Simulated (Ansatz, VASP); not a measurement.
Pd in VASP and in Ansatz

Contents of INCAR:

```
SYSTEM = Pd
ALGO     = Normal         ! electronic algorithm
EDIFF    = 1E-6           ! SCF threshold, eV
EDIFFG   = -0.05          ! ionic threshold
ENCUT    = 600            ! plane-wave cutoff, eV
GGA      = PS             ! functional
IBRION   = 2              ! ionic algorithm
ISIF     = 3              ! what is computed and relaxed
ISMEAR   = 0              ! smearing method
LASPH    = .TRUE.         ! aspherical terms in the spheres
LCHARG   = .FALSE.        ! write CHGCAR
LREAL    = .FALSE.        ! projectors in reciprocal space
LWAVE    = .FALSE.        ! write WAVECAR
NELM     = 60             ! most SCF steps
NSW      = 80             ! ionic steps
PREC     = Accurate       ! precision mode
SIGMA    = 0.1            ! smearing width, eV
```

KPOINTS

```
k-points
0
G
  8 8 8
  0 0 0
```

POSCAR

```
Pd
1.0
   -1.5668632857      1.5668632857      1.5668632857
    1.5668632857     -1.5668632857      1.5668632857
    1.5668632857      1.5668632857     -1.5668632857
Pd
1
Direct
    0.0000000000      0.0000000000      0.0000000000
```

Input for Ansatz:

```yaml
crystal:
  lattice:
    - [-1.5668632857, 1.5668632857, 1.5668632857]
    - [1.5668632857, -1.5668632857, 1.5668632857]
    - [1.5668632857, 1.5668632857, -1.5668632857]
  atoms:
    - { symbol: Pd, position: [0.0, 0.0, 0.0] }
basis:
  ecutwfc: 420
kpoints:
  mp_grid: { grid: [8, 8, 8] }
hamiltonian:
  xc: pbesol
scf:
  occupations: { method: gaussian, width: 0.1 }
output:
  forces: true
  stress: true
  eigenvalues: true
relax:
  adjacent_minimum: "off"
  f_tol: 0.05
  max_steps: 60
  cell: { stress_tol: 0.5 }
```

Alike in both runs: task relaxation of cell and atoms; functional PBEsol; k mesh 8 × 8 × 8; occupations gaussian, width 0.1 eV; no spin polarisation.

|  | VASP | Ansatz |
| --- | --- | --- |
| version | VASP 6.6.1 | Ansatz 0.2.0 |
| potentials or method | VASP PAW PBE potentials, release 64 (Pd), cutoff 600 eV | scalar-relativistic, plane waves, PAW |
| valence electrons in the cell | 10 | 18 |

```csv
,VASP,Ansatz,Ansatz less VASP
"gap on the k mesh at the Fermi level, each at its own relaxed structure (eV)",none,none,-
relaxed volume (Å³/atom),14.69,14.70,+0.013
relaxed cell length with the largest relative difference (Å),2.672,2.673,+0.0008
```

VASP's potentials were made for PBE, not for PBEsol. A gap of «none» marks a metal or a gap that the smearing closes. VASP's potentials hold 10 valence electrons a cell and Ansatz's 18, so a difference there can come from the potentials and not from the codes.
